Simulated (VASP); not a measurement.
# MoSe2 (P6_3/mmc) in VASP: relaxation of cell and atoms with PBE+D3(BJ)

Aim: the relaxation of cell and atoms of MoSe2 with PBE+D3(BJ).

Program: VASP 6.6.1. These are calculated values, not measurements. Logs are shortened: lines on timing, memory, paths and dates and some standing lists are left out, and cuts for length are marked.

## 1. The cell of the first run

Symmetry: P6_3/mmc, No. 194, hexagonal system. Conventional cell: a = 3.288 Å, b = 3.288 Å, c = 12.900 Å, α = 90.00°, β = 90.00°, γ = 120.00°. Within 3.3 Å of Mo (site symmetry -6m2) lie 6 Se at 2.49 Å and 6 Mo at 3.29 Å. Within 3.3 Å of Se (site symmetry 3m) lie 3 Mo at 2.49 Å and 7 Se at 3.22 to 3.29 Å.

## 2. Relaxation of cell and atoms, PBE+D3(BJ)

File INCAR:

```
SYSTEM = MoSe2
PREC = Accurate
ENCUT = 500
EDIFF = 1E-7
ISMEAR = 0
SIGMA = 0.01
LREAL = .False.
LASPH = .True.
NELM = 120
ALGO = Normal
ISIF = 3
LWAVE = .False.
LCHARG = .False.
GGA = PE
IVDW = 12
IBRION = 2
NSW = 80
EDIFFG = -0.005
GGA_COMPAT = .False.
NELMIN = 4
```

File KPOINTS:

```
regular mesh
0
Gamma
  12 12 4
  0 0 0
```

File POSCAR:

```
MoSe2
1.0
    3.2880000000      0.0000000000      0.0000000000
   -1.6440000000      2.8474915276      0.0000000000
    0.0000000000      0.0000000000     12.9000000000
Mo Se
2 4
Direct
    0.3333333333      0.6666666667      0.2500000000
    0.6666666667      0.3333333333      0.7500000000
    0.3333333333      0.6666666667      0.6250000000
    0.6666666667      0.3333333333      0.1250000000
    0.3333333333      0.6666666667      0.8750000000
    0.6666666667      0.3333333333      0.3750000000
```

Potentials or basis: VASP PAW PBE potentials, release 64 (Mo_sv, Se).

On the command line:

```sh
$ cat potpaw_PBE.64/Mo_sv/POTCAR potpaw_PBE.64/Se/POTCAR > POTCAR
$ mpirun -np 1 vasp_std > vasp.out
```

OUTCAR:

```text
SYSTEM = MoSe2
   PREC = Accurate
   ENCUT = 500
   EDIFF = 1E-7
   ISMEAR = 0
   LREAL = .False.
   LASPH = .True.
   NELM = 120
   ISIF = 3
   GGA = PE
   IVDW = 12
   IBRION = 2
   NSW = 80
   EDIFFG = -0.005
   NELMIN = 4
 IVDW          = 12

 ion  position               nearest neighbor table
   1  0.333  0.667  0.250-   4 2.49   6 2.49   4 2.49   6 2.49   4 2.49   6 2.49
   2  0.667  0.333  0.750-   3 2.49   5 2.49   3 2.49   5 2.49   3 2.49   5 2.49
   3  0.333  0.667  0.625-   2 2.49   2 2.49   2 2.49
   4  0.667  0.333  0.125-   1 2.49   1 2.49   1 2.49
   5  0.333  0.667  0.875-   2 2.49   2 2.49   2 2.49
   6  0.667  0.333  0.375-   1 2.49   1 2.49   1 2.49

  LATTYP: Found a hexagonal cell.
 ALAT       =     3.2880000000
 C/A-ratio  =     3.9233576642

  Lattice vectors:

 A1 = (   3.2880000000,   0.0000000000,   0.0000000000)
 A2 = (  -1.6440000000,   2.8474915276,   0.0000000000)
 A3 = (   0.0000000000,   0.0000000000,  12.9000000000)

Analysis of symmetry for initial positions (statically):
=====================================================================
 Subroutine PRICEL returns:
 Original cell was already a primitive cell.

 Routine SETGRP: Setting up the symmetry group for a
 hexagonal supercell.

 Subroutine GETGRP returns: Found 24 space group operations
 (whereof 12 operations were pure point group operations)
 out of a pool of 24 trial point group operations.

The static configuration has the point symmetry D_3d.
 The point group associated with its full space group is D_6h.

Analysis of symmetry for dynamics (positions and initial velocities):
=====================================================================
 Subroutine PRICEL returns:
 Original cell was already a primitive cell.

 Routine SETGRP: Setting up the symmetry group for a
 hexagonal supercell.

 Subroutine GETGRP returns: Found 24 space group operations
 (whereof 12 operations were pure point group operations)
 out of a pool of 24 trial point group operations.

The dynamic configuration has the point symmetry D_3d.
 The point group associated with its full space group is D_6h.

 Subroutine INISYM returns: Found 24 space group operations
 (whereof 12 operations are pure point group operations),
 and found     1 'primitive' translations

----------------------------------------------------------------------------------------

                                     Primitive cell

  volume of cell :     120.7769

[... 92 lines left out ...]
   LSORBIT =      F    spin-orbit coupling
   LASPH  =      T    aspherical Exc in radial PAW
   ENCUT  =  500.0 eV  36.75 Ry    6.06 a.u.   5.99  5.99 23.52*2*pi/ulx,y,z
   NELM   =    120;   NELMIN=  4; NELMDL= -5     # of ELM steps
   EDIFF  = 0.1E-06   stopping-criterion for ELM
   LREAL  =      F    real-space projection
   EDIFFG = -.5E-02   stopping-criterion for IOM
   NSW    =     80    number of steps for IOM
   IBRION =      2    ionic relax: 0-MD 1-quasi-New 2-CG
   NFREE  =      1    steps in history (QN), initial steepest desc. (CG)
   ISIF   =      3    stress and relaxation
   ISYM   =      2    0-nonsym 1-usesym 2-fastsym
   POTIM  = 0.5000    time-step for ionic-motion
   TEBEG  =    0.0;   TEEND  =   0.0 temperature during run
   PSTRESS=    0.0 pullay stress
   NELECT =      52.0000    total number of electrons
   NUPDOWN=      -1.0000    fix difference up-down
   EMIN   =  10.00;   EMAX   =-10.00  energy-range for DOS
   EFERMI =   0.00;   METHOD = LEGACY
   ISMEAR =     0;   SIGMA  =   0.01  broadening in eV -4-tet -1-fermi 0-gaus
   EFERMI_NEDOS =   21; number of points for ismear=-14 and -15
   IALGO  =     38    algorithm
   IMIX   =      4    mixing-type and parameters
     AMIX     =   0.40;   BMIX     =  1.00
     AMIX_MAG =   1.60;   BMIX_MAG =  1.00
  volume/ion in A,a.u.               =      20.13       135.84
  Fermi-wavevector in a.u.,A,eV,Ry     =   1.236179  2.336039 20.791580  1.528138
  Thomas-Fermi vector in A             =   2.370798
   LORBIT       =      0    0 simple, 1 ext, 2 COOP (PROOUT), +10 PAW based schemes
   GGA     = PE    functional components
   LHFCALC =     F    Hartree Fock is set to
   AEXX    =    0.0000 exact exchange contribution
   IVDW    =    12    specifies the selected vdW correction
   LEPSILON=     F    determine dielectric tensor
   LRPA    =     F    only Hartree local field effects (RPA)
 conjugate gradient relaxation of ions
 non-spin polarized calculation
 Gauss-broadening in eV      SIGMA  =   0.01
  energy-cutoff  :      500.00
  volume of cell :      120.78
 maximum number of plane-waves:      3114
 NGX is ok and might be reduce to    24
   NGX = 11   NGY = 11   NGZ = 47

--------------------------------------- Ionic step        1  -------------------------------------------

 number of electron      52.0000001 magnetization

 Free energy of the ion-electron system (eV)
  ---------------------------------------------------
  ext. energy  EPLUGINS =         0.00000000
  ---------------------------------------------------
  free energy    TOTEN  =       -39.72252596 eV

  energy without entropy =      -39.72252596  energy(sigma->0) =      -39.72252596

------------------------ aborting loop because EDIFF is reached ----------------------------------------

 Edisp (eV)   -2.81791

 E8    (eV) :    -1.2164
[... 117 lines left out ...]
  FREE ENERGIE OF THE ION-ELECTRON SYSTEM (eV)
  ---------------------------------------------------
  free  energy   TOTEN  =       -42.6481225155 eV

  energy  without entropy=      -42.6481225155  energy(sigma->0) =      -42.64812252

[... ionic steps 4 to 10 ...]

--------------------------------------- Ionic step       11  -------------------------------------------

 number of electron      52.0000005 magnetization

------------------------ aborting loop because EDIFF is reached ----------------------------------------
[... 83 lines left out ...]
--------------------------------------- Ionic step       13  -------------------------------------------

 number of electron      52.0000005 magnetization

 Free energy of the ion-electron system (eV)
  ---------------------------------------------------
  ext. energy  EPLUGINS =         0.00000000
  ---------------------------------------------------
  free energy    TOTEN  =       -39.81368484 eV

  energy without entropy =      -39.81368484  energy(sigma->0) =      -39.81368484

 E-fermi :   6.7585     XC(G=0): -10.8257

 val. band max:        6.7107654914   @ k =   0.0000   0.0000   0.0000
 cond. band min:       7.4782402953   @ k =   0.1667   0.1667   0.0000
 fundamental gap:      0.7674748038
 Fermi energy:         6.7584932760

 k-point     1 :       0.0000    0.0000    0.0000
  band No.  band energies     occupation
      1     -54.4925      2.00000
      2     -54.4925      2.00000
      3     -28.6621      2.00000
      4     -28.6621      2.00000
      5     -28.4649      2.00000
      6     -28.4649      2.00000
[... 805 lines left out ...]
     30       8.5412      0.00000
     31       9.2282      0.00000

 [... further k-points ...]

------------------------ aborting loop because EDIFF is reached ----------------------------------------

 Edisp (eV)   -2.87092

 E8    (eV) :    -1.2386
[... 29 lines left out ...]
  FREE ENERGIE OF THE ION-ELECTRON SYSTEM (eV)
  ---------------------------------------------------
  free  energy   TOTEN  =       -42.6846003718 eV

  energy  without entropy=      -42.6846003718  energy(sigma->0) =      -42.68460037

 reached required accuracy - stopping structural energy minimisation
```

OSZICAR:

```text
N       E                     dE             d eps       ncg     rms          rms(c)
DAV:   1     0.437626798884E+03    0.43763E+03   -0.28570E+04  4006   0.152E+03
[... 149 lines left out ...]
DAV:   2    -0.398163662692E+02    0.59807E-02   -0.65572E-02  3931   0.152E+00    0.284E-01
DAV:   3    -0.398141973608E+02    0.21689E-02   -0.22419E-02  3883   0.618E-01    0.187E-01
DAV:   4    -0.398136730955E+02    0.52427E-03   -0.26151E-03  3938   0.302E-01    0.387E-02
DAV:   5    -0.398136813302E+02   -0.82348E-05   -0.34816E-04  4575   0.998E-02    0.522E-02
DAV:   6    -0.398136843816E+02   -0.30514E-05   -0.67878E-05  4063   0.422E-02    0.996E-03
DAV:   7    -0.398136848475E+02   -0.46582E-06   -0.10885E-05  4225   0.211E-02    0.487E-03
DAV:   8    -0.398136848442E+02    0.33042E-08   -0.96407E-07  3744   0.574E-03
  13 F= -.42684600E+02 E0= -.42684600E+02  d E =-.493556E-04
```

It took 14 min on 1 thread of AMD EPYC 9R45 (Zen 5), shared host; peak memory 0.32 GiB.

What came out:

```yaml
Free_energy: -42.6846 eV
Relaxed_volume: 19.76 Å³/atom
Relaxed_cell: a = 3.279 Å, b = 3.279 Å, c = 12.735 Å, α = 90.00°, β = 90.00°, γ = 120.00°
Space_group_after_relaxing_to_0.05_Å: P6_3/mmc (No. 194)
Energy_gained_by_relaxing: 24.0 meV/atom
Ionic_steps: 13
Pressure_after_relaxing: 0.0 GPa
Band_gap_on_the_k_mesh: 0.77 eV, indirect (least direct gap 1.46 eV)
Dispersion_energy_per_atom: -0.478 eV
```

The path:
| step | energy change (eV) | largest force (eV/Å) | pressure (GPa) | volume (Å³) |
| --- | --- | --- | --- | --- |
| 1 | 0.0000 | 1.1439 | 4.55 | 120.78 |
| 2 | 0.2335 | 1.2901 | -9.30 | 130.99 |
| 3 | -0.1077 | 0.1471 | -1.22 | 124.29 |
| 4 | -0.1079 | 0.1799 | -1.03 | 124.16 |
| 5 | -0.1226 | 0.1158 | -0.28 | 122.51 |
| 6 | -0.1234 | 0.0987 | -0.06 | 122.06 |
| 7 | -0.1276 | 0.0896 | -0.06 | 121.64 |
| 8 | -0.1378 | 0.0619 | -0.03 | 120.39 |
| 9 | -0.1433 | 0.0011 | 0.19 | 117.89 |
| 10 | -0.1441 | 0.0232 | 0.12 | 118.60 |
| 11 | -0.1441 | 0.0202 | 0.13 | 118.50 |
| 12 | -0.1423 | 0.1116 | -0.76 | 119.06 |
| 13 | -0.1442 | 0.0012 | 0.00 | 118.58 |

Final structure:
```
Mo Se
1.0
     3.27898    0.00000    0.00000
    -1.63949    2.83968    0.00000
     0.00000    0.00000   12.73491
Mo Se
2 4
Direct
  0.33333 0.66667 0.25000
  0.66667 0.33333 0.75000
  0.33333 0.66667 0.61843
  0.66667 0.33333 0.11843
  0.33333 0.66667 0.88157
  0.66667 0.33333 0.38157
```
